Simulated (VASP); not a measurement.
# LiF (P6_3mc) in VASP: notebook, part 2 of 2

VASP 6.6.1.

## (4) Single point, PBEsol (strain +0.040 along x and y, +0.040 along z)

Input file INCAR:

```
ALGO = Normal
EDIFF = 1E-6
ENCUT = 520
GGA = PS
ISIF = 2
ISMEAR = 0
LASPH = True
LCHARG = False
LREAL = False
LWAVE = False
NBANDS = 18
NELM = 80
PREC = Accurate
SIGMA = 0.05
```

Input file KPOINTS:

```
k-points
0
Gamma
  9 9 6
```

Input file POSCAR:

```
LiF
1.0
    3.1833774102      0.0000000000      0.0000000000
   -1.5916887051      2.7568857071      0.0000000000
    0.0000000000      0.0000000000      4.9996175528
Li F
2 2
Direct
    0.3333333333      0.6666666667      0.3811542600
    0.6666666667      0.3333333333      0.8811542600
    0.3333333333      0.6666666667      0.9938437400
    0.6666666667      0.3333333333      0.4938437400
```

Potentials or basis: VASP PAW PBE potentials, release 64 (Li_sv, F).

Command:

```
$ cat potpaw_PBE.64/Li_sv/POTCAR potpaw_PBE.64/F/POTCAR > POTCAR
$ mpirun -np 1 vasp_std > vasp.out
```

OUTCAR:

```text
EDIFF = 1E-6
   ENCUT = 520
   GGA = PS
   ISIF = 2
   ISMEAR = 0
   LASPH = True
   LREAL = False
   NELM = 80
   PREC = Accurate

 ion  position               nearest neighbor table
   1  0.333  0.667  0.381-   4 1.92   4 1.92   4 1.92   3 1.94
   2  0.667  0.333  0.881-   3 1.92   3 1.92   3 1.92   4 1.94
   3  0.333  0.667  0.994-   2 1.92   2 1.92   2 1.92   1 1.94
   4  0.667  0.333  0.494-   1 1.92   1 1.92   1 1.92   2 1.94

  LATTYP: Found a hexagonal cell.
[... 698 lines left out ...]
     17      14.6219      0.00000
     18      16.8348      0.00000

 [... further k-points ...]
[... 5 lines left out ...]
  --------------------------------------------------------------------------------------
  -------------------------------------------------------------------------------------
  Total       -1.1839393     -1.1839393     -1.2123034      0.0000000     -0.0000000      0.0000000
  in kB      -43.2311059    -43.2311059    -44.2668113      0.0000000     -0.0000000      0.0000000
  external PRESSURE =     -43.5763410 kB  Pullay stress =       0.0000000 kB

 VOLUME and BASIS-vectors are now :
 -----------------------------------------------------------------------------
  energy-cutoff  :      520.00
  volume of cell :       43.88
      direct lattice vectors                 reciprocal lattice vectors
     3.183377410  0.000000000  0.000000000     0.314131776  0.181364066  0.000000000
    -1.591688705  2.756885707  0.000000000     0.000000000  0.362728131  0.000000000
     0.000000000  0.000000000  4.999617553     0.000000000  0.000000000  0.200015299

 POSITION                                       TOTAL-FORCE (eV/Angst)
 -----------------------------------------------------------------------------------
     -0.00000      1.83792      1.90563         0.000000      0.000000     -0.013599
      1.59169      0.91896      4.40543         0.000000     -0.000000     -0.013599
     -0.00000      1.83792      4.96884        -0.000000     -0.000000      0.013599
      1.59169      0.91896      2.46903        -0.000000      0.000000      0.013599
 -----------------------------------------------------------------------------------
    total drift:                                0.000000      0.000000      0.000100

  FREE ENERGIE OF THE ION-ELECTRON SYSTEM (eV)
  ---------------------------------------------------
  free  energy   TOTEN  =       -19.5587474994 eV

  energy  without entropy=      -19.5587474994  energy(sigma->0) =      -19.55874750
```

stdout:

```text
POSCAR found type information on POSCAR LiF
 POSCAR found :  2 types and       4 ions
 scaLAPACK will be used
 -----------------------------------------------------------------------------
|                                                                             |
|                                                                             |
|     You enforced a specific xc type in the INCAR file but a different       |
|     I HOPE YOU KNOW WHAT YOU ARE DOING!                                     |
|                                                                             |
 -----------------------------------------------------------------------------

 LDA part: xc-table for (Slater+PW92), standard interpolation
 POSCAR, INCAR and KPOINTS ok, starting setup
 FFT: planning ... GRIDC
 FFT: planning ... GRID_SOFT
 FFT: planning ... GRID
 WAVECAR not read
 entering main loop
```

It took 11 s on 1 thread of Intel Xeon 6975P-C (Granite Rapids), shared host; peak memory 0.16 GiB.

Results:

```
Free energy            : -19.5587 eV
Largest force          : 0.014 eV/Å
Band gap on the k mesh : 7.16 eV, direct
```

Forces on the atoms (eV/Å):
```
Li   0.000  0.000 -0.014
Li   0.000  0.000 -0.014
F    0.000  0.000  0.014
F    0.000  0.000  0.014
```

Caveat: the cell differs from its parent crystal (strain +0.040 along x and y, +0.040 along z); the cutoff is under 1.25 times the usual one of these potentials, so pressure, stress and relaxed cells hold a basis-set (Pulay) error; the PAW data sets were made with another functional, which shifts forces and pressure a little.

## (5) Single point, PBEsol (strain +0.080 along x and y, +0.000 along z)

Input file INCAR:

```
PREC = Accurate
ENCUT = 520
EDIFF = 1E-7
ISMEAR = 0
SIGMA = 0.05
LREAL = False
LASPH = True
NELM = 80
ALGO = Normal
ISIF = 2
LWAVE = False
LCHARG = False
GGA = PS
NBANDS = 18
```

Input file KPOINTS:

```
regular mesh
0
Gamma
  9 9 6
```

Input file POSCAR:

```
LiF
1.0
    3.3058150029      0.0000000000      0.0000000000
   -1.6529075014      2.8629197727      0.0000000000
    0.0000000000      0.0000000000      4.8073245700
Li F
2 2
Direct
    0.3333333333      0.6666666667      0.3811542600
    0.6666666667      0.3333333333      0.8811542600
    0.3333333333      0.6666666667      0.9938437400
    0.6666666667      0.3333333333      0.4938437400
```

Potentials or basis: VASP PAW PBE potentials, release 64 (Li_sv, F).

Command:

```
$ cat potpaw_PBE.64/Li_sv/POTCAR potpaw_PBE.64/F/POTCAR > POTCAR
$ mpirun -np 1 vasp_std > vasp.out
```

OUTCAR:

```text
PREC = Accurate
   ENCUT = 520
   EDIFF = 1E-7
   ISMEAR = 0
   LREAL = False
   LASPH = True
   NELM = 80
   ISIF = 2
   GGA = PS

 ion  position               nearest neighbor table
   1  0.333  0.667  0.381-   3 1.86   4 1.98   4 1.98   4 1.98
   2  0.667  0.333  0.881-   4 1.86   3 1.98   3 1.98   3 1.98
   3  0.333  0.667  0.994-   1 1.86   2 1.98   2 1.98   2 1.98
   4  0.667  0.333  0.494-   2 1.86   1 1.98   1 1.98   1 1.98

  LATTYP: Found a hexagonal cell.
 ALAT       =     3.3058150029
 C/A-ratio  =     1.4542025388

  Lattice vectors:

 A1 = (   3.3058150029,   0.0000000000,   0.0000000000)
 A2 = (  -1.6529075014,   2.8629197727,   0.0000000000)
 A3 = (   0.0000000000,   0.0000000000,   4.8073245700)

Analysis of symmetry for initial positions (statically):
=====================================================================
 Subroutine PRICEL returns:
 Original cell was already a primitive cell.

 Routine SETGRP: Setting up the symmetry group for a
 hexagonal supercell.

 Subroutine GETGRP returns: Found 12 space group operations
[... 173 lines left out ...]

 val. band max:       -3.0600076621   @ k =   0.0000   0.0000   0.0000
 cond. band min:       3.8767424653   @ k =   0.0000   0.0000   0.0000
 fundamental gap:      6.9367501274
 Fermi energy:        -2.8047027773

 k-point     1 :       0.0000    0.0000    0.0000
  band No.  band energies     occupation
      1     -43.2812      2.00000
      2     -43.2504      2.00000
      3     -22.2117      2.00000
      4     -21.9857      2.00000
      5      -4.9334      2.00000
      6      -3.5925      2.00000
[... 481 lines left out ...]
      5      -4.7552      2.00000
      6      -4.1753      2.00000
[... 10 lines left out ...]
     17      14.4210      0.00000
     18      16.1965      0.00000

 [... further k-points ...]

------------------------ aborting loop because EDIFF is reached ----------------------------------------

  FORCE on cell =-STRESS in cart. coord.  units (eV):
  Direction    XX          YY          ZZ          XY          YZ          ZX
  --------------------------------------------------------------------------------------
  -------------------------------------------------------------------------------------
  Total       -1.9614916     -1.9614916     -0.6756236     -0.0000000      0.0000000      0.0000000
  in kB      -69.0726094    -69.0726094    -23.7916302     -0.0000000      0.0000000      0.0000000
  external PRESSURE =     -53.9789497 kB  Pullay stress =       0.0000000 kB

 VOLUME and BASIS-vectors are now :
 -----------------------------------------------------------------------------
  energy-cutoff  :      520.00
  volume of cell :       45.50
      direct lattice vectors                 reciprocal lattice vectors
     3.305815003  0.000000000  0.000000000     0.302497266  0.174646878  0.000000000
    -1.652907501  2.862919773  0.000000000     0.000000000  0.349293756  0.000000000
     0.000000000  0.000000000  4.807324570     0.000000000  0.000000000  0.208015911

 POSITION                                       TOTAL-FORCE (eV/Angst)
 -----------------------------------------------------------------------------------
     -0.00000      1.90861      1.83233        -0.000000      0.000000      0.177990
      1.65291      0.95431      4.23599         0.000000     -0.000000      0.177990
     -0.00000      1.90861      4.77773         0.000000      0.000000     -0.177990
      1.65291      0.95431      2.37407        -0.000000      0.000000     -0.177990
 -----------------------------------------------------------------------------------
    total drift:                                0.000000      0.000001     -0.003862

  FREE ENERGIE OF THE ION-ELECTRON SYSTEM (eV)
  ---------------------------------------------------
  free  energy   TOTEN  =       -19.4798657784 eV

  energy  without entropy=      -19.4798657784  energy(sigma->0) =      -19.47986578
```

Wall time 17 s (1 thread of Intel Xeon 6975P-C (Granite Rapids), shared host); peak memory 0.17 GiB.

What came out:

| Item | Value |
| --- | --- |
| Free energy | -19.4799 eV |
| Largest force | 0.178 eV/Å |
| Band gap on the k mesh | 6.94 eV, direct |

Forces in eV/Å, atoms in the order of the input:
```
Li   0.000  0.000  0.178
Li   0.000  0.000  0.178
F    0.000  0.000 -0.178
F    0.000  0.000 -0.178
```

Levels at points of the mesh, in eV from the valence-band top:
```csv
k point,band 8,band 9,band 10,band 11,band 12,band 13
"(0.00, 0.00, 0.00)",-0.18,-0.18,0.00,6.94,11.45,14.25
"(0.00, 0.00, 0.50)",-0.36,-0.36,-0.36,8.64,8.64,16.96
```

Caveat: the cell differs from its parent crystal (strain +0.080 along x and y, +0.000 along z); the cutoff is under 1.25 times the usual one of these potentials, so pressure, stress and relaxed cells hold a basis-set (Pulay) error; the PAW data sets were made with another functional, which shifts forces and pressure a little. A k mesh can miss the band edges.

## (6) Overview

```tsv
cell	gap on the mesh (eV)	largest force (eV/Å)
a = 3.183, b = 3.183, c = 4.807 Å, angles 90.0, 90.0, 120.0°, 4 atoms	7.31	0.12
a = 3.306, b = 3.306, c = 4.615 Å, angles 90.0, 90.0, 120.0°, 4 atoms	7.09	0.44
a = 3.183, b = 3.183, c = 5.000 Å, angles 90.0, 90.0, 120.0°, 4 atoms	7.16	0.01
a = 3.306, b = 3.306, c = 4.807 Å, angles 90.0, 90.0, 120.0°, 4 atoms	6.94	0.18
```

Alike in all rows: task single point; level PBEsol; potentials or basis VASP PAW PBE potentials, release 64 (Li_sv, F); no spin polarisation; k mesh 9 × 9 × 6; cutoff (eV) 520; smearing gaussian 0.05 eV.

Caveats: the cutoff is under 1.25 times the usual one of these potentials, so pressure, stress and relaxed cells hold a basis-set (Pulay) error; the PAW data sets were made with another functional, which shifts forces and pressure a little.

Absolute energies hang on the potentials; compare differences alone.
